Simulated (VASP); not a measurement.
Set up this calculation in VASP 6.6.1, as the native input.

- Task: single point
- Functional: HSE06
- Potentials or basis: VASP PAW PBE potentials, release 64 (K_sv, Mg, F)
- Cutoff: 520 eV
- k mesh: 4 × 4 × 4
- Occupations: gaussian, width 0.01 eV
- Spin: no spin polarisation
- Dipole correction: no
- Grid for exact exchange (PRECFOCK): Fast
- Further INCAR settings: ALGO = Normal; EDIFF = 1e-07; NBANDS = 24
- Share of exact exchange: 0.25
- Screening parameter: 0.2079 1/Å

The system is KMgF3.

```
K Mg F
1.0
     4.08457    0.00000    0.00000
     0.00000    4.08457    0.00000
     0.00000    0.00000    4.08457
K Mg F
1 1 3
Direct
  0.50000 0.50000 0.50000
  0.00000 0.00000 0.00000
  0.50000 0.00000 0.00000
  0.00000 0.50000 0.00000
  0.00000 0.00000 0.50000
```

These files were run (other wordings do the same):

POSCAR

```
KMgF3
1.0
    4.0845689666      0.0000000000      0.0000000000
    0.0000000000      4.0845689666      0.0000000000
    0.0000000000      0.0000000000      4.0845689666
K Mg F
1 1 3
Direct
    0.5000000000      0.5000000000      0.5000000000
    0.0000000000      0.0000000000      0.0000000000
    0.5000000000      0.0000000000      0.0000000000
    0.0000000000      0.5000000000      0.0000000000
    0.0000000000      0.0000000000      0.5000000000
```

INCAR.step1

```
PREC = Accurate ; ENCUT = 520
EDIFF = 1E-5 ; ISMEAR = 0
SIGMA = 0.01 ; LREAL = F
LASPH = T ; NELM = 100
ALGO = Normal ; ISIF = 2
LWAVE = T ; GGA = PE
NBANDS = 24
```

INCAR.step2

```
PREC = Accurate ; ENCUT = 520
EDIFF = 1E-7 ; ISMEAR = 0
SIGMA = 0.01 ; LREAL = F
LASPH = T ; NELM = 100
ALGO = Normal ; ISIF = 2
LWAVE = F ; LCHARG = T
GGA = PE ; LHFCALC = T
HFSCREEN = 0.2079 ; PRECFOCK = Fast
LELF = T ; LVHAR = T
ISTART = 1 ; NBANDS = 24
```

KPOINTS

```
Automatic mesh
0
Gamma
  4 4 4
```

Potentials or basis: VASP PAW PBE potentials, release 64 (K_sv, Mg, F).

Command:

```sh
$ cat potpaw_PBE.64/K_sv/POTCAR potpaw_PBE.64/Mg/POTCAR potpaw_PBE.64/F/POTCAR > POTCAR
$ cp INCAR.step1 INCAR
$ mpirun -np 1 vasp_std > vasp.out
$ cp INCAR.step2 INCAR
$ mpirun -np 1 vasp_std > vasp.out
```

It gave:

```json
{"Pressure": "-4.0 GPa", "Band gap on the k mesh": "8.97 eV (least direct gap 9.26 eV)"}
```

Caveat: the cell stands under tension; the PAW data sets were made with another functional, which shifts forces and pressure a little.

Wall time 27 min on 1 thread of AMD EPYC 7R43 64-Core Processor (Zen 3) (shared host), peak memory 0.25 GiB.
